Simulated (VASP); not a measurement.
# BN (F-43m) in VASP: single point with r2SCAN

Aim: the single point of BN with r2SCAN.

Everything below comes from runs of VASP 6.6.1. Logs are shortened: lines on timing, memory, paths and dates and some standing lists are left out, and cuts for length are marked.

## 1. The cell of the first run

It takes space group F-43m (No. 216, cubic). Conventional cell: a = 3.615 Å, b = 3.615 Å, c = 3.615 Å, α = 90.00°, β = 90.00°, γ = 90.00°. Within 2.1 Å of B (site symmetry -43m) lie 4 N at 1.57 Å. Within 2.1 Å of N (site symmetry -43m) lie 4 B at 1.57 Å.

## 2. Single point, r2SCAN

File POSCAR:

```
BN
1.0
    0.0000000000      1.8075000000      1.8075000000
    1.8075000000      0.0000000000      1.8075000000
    1.8075000000      1.8075000000      0.0000000000
B N
1 1
Direct
    0.0000000000      0.0000000000      0.0000000000
    0.2500000000      0.2500000000      0.2500000000
```

File INCAR.step1:

```
PREC     = Accurate       # precision mode
ENCUT    = 1460           # plane-wave cutoff, eV
ISMEAR   = 0              # smearing method
SIGMA    = 0.01           # smearing width, eV
LREAL    = F              # projectors in reciprocal space
LASPH    = T              # aspherical terms in the spheres
NELM     = 120            # most SCF steps
NBANDS   = 11             # bands
GGA      = PE             # functional
ALGO     = Normal         # electronic algorithm
EDIFF    = 1E-5           # SCF threshold, eV
LWAVE    = T              # write WAVECAR
LCHARG   = F              # write CHGCAR
GGA_COMPAT= F
```

File INCAR.step2:

```
PREC     = Accurate       # precision mode
ENCUT    = 1460           # plane-wave cutoff, eV
EDIFF    = 1E-6           # SCF threshold, eV
ISMEAR   = 0              # smearing method
SIGMA    = 0.01           # smearing width, eV
LREAL    = F              # projectors in reciprocal space
LASPH    = T              # aspherical terms in the spheres
NELM     = 120            # most SCF steps
ALGO     = Normal         # electronic algorithm
ISIF     = 2              # what is computed and relaxed
LWAVE    = F              # write WAVECAR
LCHARG   = F              # write CHGCAR
METAGGA  = R2SCAN         # meta-GGA
LMIXTAU  = T            
NBANDS   = 11             # bands
ISTART   = 1            
GGA_COMPAT= F
```

File KPOINTS:

```
Automatic mesh
0
Gamma
  10 10 10
```

Potentials or basis: VASP PAW PBE potentials, release 64 (B_h, N_h).

Command:

```console
> cat potpaw_PBE.64/B_h/POTCAR potpaw_PBE.64/N_h/POTCAR > POTCAR
> cp INCAR.step1 INCAR
> mpirun -np 1 vasp_std > vasp.out
> cp INCAR.step2 INCAR
> mpirun -np 1 vasp_std > vasp.out
```

OUTCAR:

```text
PREC = Accurate
   ENCUT = 1460
   EDIFF = 1E-6
   ISMEAR = 0
   LREAL = F
   LASPH = T
   NELM = 120
   ISIF = 2
   METAGGA = R2SCAN
   ISTART = 1

 ion  position               nearest neighbor table
   1  0.000  0.000  0.000-
   2  0.250  0.250  0.250-

  LATTYP: Found a face centered cubic cell.
 ALAT       =     3.6150000000

  Lattice vectors:

 A1 = (   0.0000000000,   1.8075000000,   1.8075000000)
 A2 = (   1.8075000000,   0.0000000000,   1.8075000000)
 A3 = (   1.8075000000,   1.8075000000,   0.0000000000)

Analysis of symmetry for initial positions (statically):
=====================================================================
 Subroutine PRICEL returns:
 Original cell was already a primitive cell.

 Routine SETGRP: Setting up the symmetry group for a
 face centered cubic supercell.

 Subroutine GETGRP returns: Found 24 space group operations
 (whereof 24 operations were pure point group operations)
 out of a pool of 48 trial point group operations.

The static configuration has the point symmetry T_d .

Analysis of symmetry for dynamics (positions and initial velocities):
=====================================================================
 Subroutine PRICEL returns:
 Original cell was already a primitive cell.

 Routine SETGRP: Setting up the symmetry group for a
 face centered cubic supercell.

 Subroutine GETGRP returns: Found 24 space group operations
 (whereof 24 operations were pure point group operations)
 out of a pool of 48 trial point group operations.

The dynamic configuration has the point symmetry T_d .

 Subroutine INISYM returns: Found 24 space group operations
 (whereof 24 operations are pure point group operations),
 and found     1 'primitive' translations

----------------------------------------------------------------------------------------

                                     Primitive cell

  volume of cell :      11.8104

  direct lattice vectors                    reciprocal lattice vectors
     0.000000000  1.807500000  1.807500000    -0.276625173  0.276625173  0.276625173
     1.807500000  0.000000000  1.807500000     0.276625173 -0.276625173  0.276625173
     1.807500000  1.807500000  0.000000000     0.276625173  0.276625173 -0.276625173

  length of vectors
     2.556191014  2.556191014  2.556191014     0.479128854  0.479128854  0.479128854

  position of ions in fractional coordinates (direct lattice)
     0.000000000  0.000000000  0.000000000
     0.250000000  0.250000000  0.250000000

  ion indices of the primitive-cell ions
   primitive index   ion index
                 1           1
                 2           2

----------------------------------------------------------------------------------------

 KPOINTS: Automatic mesh

Automatic generation of k-mesh.
 Grid dimensions read from file:
 generate k-points for:   10   10   10

 Generating k-lattice:

  Cartesian coordinates                     Fractional coordinates (reciprocal lattice)
    -0.027662517  0.027662517  0.027662517     0.100000000  0.000000000  0.000000000
     0.027662517 -0.027662517  0.027662517     0.000000000  0.100000000  0.000000000
     0.027662517  0.027662517 -0.027662517     0.000000000  0.000000000  0.100000000

  Length of vectors
     0.047912885  0.047912885  0.047912885

  Shift w.r.t. Gamma in fractional coordinates (k-lattice)
     0.000000000  0.000000000  0.000000000

 Subroutine IBZKPT returns following result:
 ===========================================

 Found     47 irreducible k-points:

 Following reciprocal coordinates:
            Coordinates               Weight
  0.000000  0.000000  0.000000      1.000000
  0.100000  0.000000  0.000000      8.000000
  0.200000  0.000000  0.000000      8.000000
  0.300000  0.000000  0.000000      8.000000
  0.400000  0.000000  0.000000      8.000000
  0.500000  0.000000  0.000000      4.000000
[... 16 lines left out ...]
  0.300000  0.300000  0.000000      6.000000
  0.400000  0.300000  0.000000     24.000000
 [... further k-points ...]
   k-points           NKPTS =     47   k-points in BZ     NKDIM =     47   number of bands    NBANDS=     11
   number of dos      NEDOS =    301   number of ions     NIONS =      2
   total plane-waves  NPLWV =  32768
   dimension x,y,z NGX =    32 NGY =   32 NGZ =   32
   dimension x,y,z NGXF=    64 NGYF=   64 NGZF=   64
   ions per type =               1   1
   NGX,Y,Z   is equivalent  to a cutoff of  20.81, 20.81, 20.81 a.u.
   NGXF,Y,Z  is equivalent  to a cutoff of  41.62, 41.62, 41.62 a.u.
 SYSTEM =  unknown system
   PREC   = accura    normal or accurate (medium, high low for compatibility)
   ISTART =      1    job   : 0-new  1-cont  2-samecut
   ICHARG =      0    charge: 1-file 2-atom 10-const
   ISPIN  =      1    spin polarized calculation?
   LNONCOLLINEAR =      F non collinear calculations
   LSORBIT =      F    spin-orbit coupling
   LASPH  =      T    aspherical Exc in radial PAW
   ENCUT  = 1460.0 eV 107.31 Ry   10.36 a.u.   7.96  7.96  7.96*2*pi/ulx,y,z
   NELM   =    120;   NELMIN=  2; NELMDL=  0     # of ELM steps
   EDIFF  = 0.1E-05   stopping-criterion for ELM
   LREAL  =      F    real-space projection
   EDIFFG = 0.1E-04   stopping-criterion for IOM
   NSW    =      0    number of steps for IOM
   IBRION =     -1    ionic relax: 0-MD 1-quasi-New 2-CG
   NFREE  =      0    steps in history (QN), initial steepest desc. (CG)
   ISIF   =      2    stress and relaxation
   ISYM   =      2    0-nonsym 1-usesym 2-fastsym
   POTIM  = 0.5000    time-step for ionic-motion
   TEBEG  =    0.0;   TEEND  =   0.0 temperature during run
   PSTRESS=    0.0 pullay stress
   NELECT =       8.0000    total number of electrons
   NUPDOWN=      -1.0000    fix difference up-down
   EMIN   =  10.00;   EMAX   =-10.00  energy-range for DOS
   EFERMI =   0.00;   METHOD = LEGACY
   ISMEAR =     0;   SIGMA  =   0.01  broadening in eV -4-tet -1-fermi 0-gaus
   EFERMI_NEDOS =   21; number of points for ismear=-14 and -15
   IALGO  =     38    algorithm
   IMIX   =      4    mixing-type and parameters
     AMIX     =   0.40;   BMIX     =  1.00
     AMIX_MAG =   1.60;   BMIX_MAG =  1.00
  volume/ion in A,a.u.               =       5.91        39.85
  Fermi-wavevector in a.u.,A,eV,Ry     =   1.437749  2.716952 28.124920  2.067123
  Thomas-Fermi vector in A             =   2.556793
   LORBIT       =      0    0 simple, 1 ext, 2 COOP (PROOUT), +10 PAW based schemes
   METAGGA = R2SCAN    functional components
   LHFCALC =     F    Hartree Fock is set to
   AEXX    =    0.0000 exact exchange contribution
   IVDW    =     0    specifies the selected vdW correction
   LEPSILON=     F    determine dielectric tensor
   LRPA    =     F    only Hartree local field effects (RPA)
 non-spin polarized calculation
 Gauss-broadening in eV      SIGMA  =   0.01
  energy-cutoff  :     1460.00
  volume of cell :       11.81
 maximum number of plane-waves:      1524
   NGX = 15   NGY = 15   NGZ = 15

 number of electron       8.0000000 magnetization

 Free energy of the ion-electron system (eV)
  ---------------------------------------------------
  ext. energy  EPLUGINS =         0.00000000
  ---------------------------------------------------
  free energy    TOTEN  =       -19.20363255 eV

  energy without entropy =      -19.20363255  energy(sigma->0) =      -19.20363255

 E-fermi :   9.0776     XC(G=0): -13.7562

 val. band max:        8.9232568794   @ k =   0.0000   0.0000   0.0000
 cond. band min:      13.9154755869   @ k =   0.5000   0.5000   0.0000
 fundamental gap:      4.9922187076
 Fermi energy:         9.0775691993

 k-point     1 :       0.0000    0.0000    0.0000
  band No.  band energies     occupation
      1     -12.3596      2.00000
      2       8.9233      2.00000
      3       8.9233      2.00000
      4       8.9233      2.00000
      5      18.4727      0.00000
      6      18.4727      0.00000
      7      18.4727      0.00000
      8      19.9861      0.00000
      9      35.0641      0.00000
     10      37.6261      0.00000
     11      37.6261      0.00000

 k-point     2 :       0.1000    0.0000    0.0000
  band No.  band energies     occupation
      1     -12.1081      2.00000
      2       7.5998      2.00000
      3       8.6622      2.00000
      4       8.6622      2.00000
      5      18.7535      0.00000
      6      18.8752      0.00000
      7      18.8752      0.00000
      8      20.8242      0.00000
      9      34.7815      0.00000
     10      35.1341      0.00000
     11      35.1341      0.00000

 k-point     3 :       0.2000    0.0000    0.0000
  band No.  band energies     occupation
      1     -11.3690      2.00000
      2       4.7670      2.00000
      3       8.0726      2.00000
      4       8.0726      2.00000
      5      19.1052      0.00000
      6      19.7080      0.00000
      7      19.7080      0.00000
      8      22.6207      0.00000
      9      33.6243      0.00000
     10      33.6243      0.00000
     11      34.0523      0.00000

 k-point     4 :       0.3000    0.0000    0.0000
  band No.  band energies     occupation
      1     -10.2068      2.00000
      2       1.6905      2.00000
      3       7.4727      2.00000
      4       7.4727      2.00000
      5      19.4143      0.00000
      6      20.2912      0.00000
      7      20.2912      0.00000
      8      24.1616      0.00000
      9      33.5462      0.00000
     10      33.9430      0.00000
     11      33.9430      0.00000
[... 239 lines left out ...]
 k-point    22 :      -0.2000    0.2000    0.0000
  band No.  band energies     occupation
      1      -9.8215      2.00000
      2       2.4905      2.00000
      3       4.4955      2.00000
      4       7.5836      2.00000
      5      20.2491      0.00000
      6      20.7286      0.00000
      7      21.2931      0.00000
      8      23.5459      0.00000
      9      31.1602      0.00000
     10      32.6794      0.00000
     11      37.2036      0.00000

 k-point    23 :       0.3000    0.3000    0.0000
  band No.  band energies     occupation
      1      -9.5018      2.00000
      2       3.4155      2.00000
      3       5.1284      2.00000
      4       5.1284      2.00000
      5      15.6676      0.00000
      6      20.3757      0.00000
      7      24.7506      0.00000
      8      24.7506      0.00000
      9      28.8513      0.00000
     10      37.9310      0.00000
     11      41.9114      0.00000

 k-point    24 :       0.4000    0.3000    0.0000
  band No.  band energies     occupation
      1      -8.4747      2.00000
      2       1.8083      2.00000
      3       4.2475      2.00000
      4       4.7018      2.00000
      5      15.6183      0.00000
      6      20.2235      0.00000
      7      25.5273      0.00000
      8      25.6520      0.00000
      9      29.9323      0.00000
     10      37.6155      0.00000
     11      42.0802      0.00000

 [... further k-points ...]

------------------------ aborting loop because EDIFF is reached ----------------------------------------

  FORCE on cell =-STRESS in cart. coord.  units (eV):
  Direction    XX          YY          ZZ          XY          YZ          ZX
  --------------------------------------------------------------------------------------
  -------------------------------------------------------------------------------------
  Total       -0.1590297     -0.1590297     -0.1590297     -0.0000000      0.0000000      0.0000000
  in kB      -21.5736633    -21.5736633    -21.5736633     -0.0000000      0.0000000      0.0000000
  external PRESSURE =     -21.5736633 kB  Pullay stress =       0.0000000 kB

 VOLUME and BASIS-vectors are now :
 -----------------------------------------------------------------------------
  energy-cutoff  :     1460.00
  volume of cell :       11.81
      direct lattice vectors                 reciprocal lattice vectors
     0.000000000  1.807500000  1.807500000    -0.276625173  0.276625173  0.276625173
     1.807500000  0.000000000  1.807500000     0.276625173 -0.276625173  0.276625173
     1.807500000  1.807500000  0.000000000     0.276625173  0.276625173 -0.276625173

 POSITION                                       TOTAL-FORCE (eV/Angst)
 -----------------------------------------------------------------------------------
      0.00000      0.00000      0.00000         0.000000      0.000000      0.000000
      0.90375      0.90375      0.90375        -0.000000     -0.000000     -0.000000
 -----------------------------------------------------------------------------------
    total drift:                               -0.000000     -0.000000     -0.000000

  FREE ENERGIE OF THE ION-ELECTRON SYSTEM (eV)
  ---------------------------------------------------
  free  energy   TOTEN  =       -19.2036325511 eV

  energy  without entropy=      -19.2036325511  energy(sigma->0) =      -19.20363255
```

It took 42 s on 1 thread of Intel Xeon Platinum 8488C (Sapphire Rapids), shared host; peak memory 0.19 GiB.

What came out:

| Item | Value |
| --- | --- |
| Free energy | -19.2036 eV |
| Pressure | -2.2 GPa |
| Band gap on the k mesh | 4.99 eV (least direct gap 9.55 eV) |

Levels at points of the mesh, in eV from the valence-band top:
| k point | band 1 | band 2 | band 3 | band 4 | band 5 | band 6 | band 7 | band 8 | band 9 |
| --- | --- | --- | --- | --- | --- | --- | --- | --- | --- |
| (0.00, 0.00, 0.00) | -21.28 | 0.00 | 0.00 | 0.00 | 9.55 | 9.55 | 9.55 | 11.06 | 26.14 |
| (0.50, 0.00, 0.00) | -16.99 | -11.07 | -2.01 | -2.01 | 10.78 | 11.49 | 11.49 | 16.41 | 24.89 |
| (0.50, 0.50, 0.00) | -15.57 | -9.31 | -5.09 | -5.09 | 4.99 | 9.82 | 19.28 | 19.28 | 22.20 |

Caveat: the PAW data sets were made with another functional, which shifts forces and pressure a little. r2SCAN opens gaps a little over a GGA but as a rule still falls short of measured ones.
